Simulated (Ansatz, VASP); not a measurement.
One calculation of Rb, two programs

Contents of INCAR:

```
ALGO = Normal
EDIFF = 1E-6
ENCUT = 520
GGA = CA
ISIF = 2
ISMEAR = 1
LASPH = T
LCHARG = F
LREAL = F
LWAVE = F
NBANDS = 10
NELM = 100
PREC = Accurate
SIGMA = 0.1
```

KPOINTS

```
k-points
0
Gamma
  21 21 21
```

The input POSCAR:

```
Rb
1.0
   -2.6913283770      2.6913283770      2.6913283770
    2.6913283770     -2.6913283770      2.6913283770
    2.6913283770      2.6913283770     -2.6913283770
Rb
1
Direct
    0.0000000000      0.0000000000      0.0000000000
```

Input for Ansatz:

```yaml
crystal:
  lattice:
    - [-2.691328377, 2.691328377, 2.691328377]
    - [2.691328377, -2.691328377, 2.691328377]
    - [2.691328377, 2.691328377, -2.691328377]
  atoms:
    - { symbol: Rb, position: [0.0, 0.0, 0.0] }
kpoints:
  mp_grid: { grid: [21, 21, 21] }
scf:
  occupations: { method: cold, width: 0.1 }
hamiltonian:
  xc: lda
  pseudopotentials: { kind: paw, azcp: { folder: soft_1 } }
output:
  forces: true
  stress: true
  populations: false
```

Alike in both runs: task single point; functional LDA; k mesh 21 × 21 × 21; no spin polarisation.

```csv
,VASP,Ansatz
version,VASP 6.6.1,Ansatz 0.2.0
potentials or method,"VASP PAW LDA potentials, release 64 (Rb_sv)","plane-wave PAW, scalar-relativistic"
plane-wave cutoff (eV),520,420
occupations,"methfessel-paxton of order 1, width 0.1 eV","cold, width 0.1 eV"
valence electrons in the cell,9,9
```

```csv
,VASP,Ansatz,Ansatz less VASP
pressure (GPa),0.0,0.0,0.00
```

Ansatz warns that its potentials were made for another functional, while VASP's fit it. LDA's correlation is that of Perdew and Zunger in VASP and of Perdew and Wang (1992) in Ansatz.
